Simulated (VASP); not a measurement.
A run of VASP 6.6.1:

INCAR

```
SYSTEM = Ta
ALGO = Normal
EDIFF = 1E-6
ENCUT = 520
GGA = PS
ISIF = 2
ISMEAR = 0
LASPH = .True.
LCHARG = .False.
LREAL = .False.
LWAVE = .False.
NBANDS = 12
NELM = 80
PREC = Accurate
SIGMA = 0.1
```

File KPOINTS:

```
k-points
0
Gamma
  18 18 18
  0 0 0
```

Contents of POSCAR:

```
Ta
1.0
   -1.6236903489      1.6236903489      1.6236903489
    1.6236903489     -1.6236903489      1.6236903489
    1.6236903489      1.6236903489     -1.6236903489
Ta
1
Direct
    0.0000000000      0.0000000000      0.0000000000
```

Potentials or basis: VASP PAW PBE potentials, release 64 (Ta_pv).

The run is started by

```bash
$ cat potpaw_PBE.64/Ta_pv/POTCAR > POTCAR
$ mpirun -np 1 vasp_std > vasp.out
```

Hardware: 1 thread of AMD EPYC 7R43 64-Core Processor (Zen 3), with other jobs on the host.

Problem. How long does it take, and how much memory?

Solution. Wall time 42 s on 1 thread of AMD EPYC 7R43 64-Core Processor (Zen 3) (shared host), peak memory 0.13 GiB. Counts: scf iterations 11, k points 195.
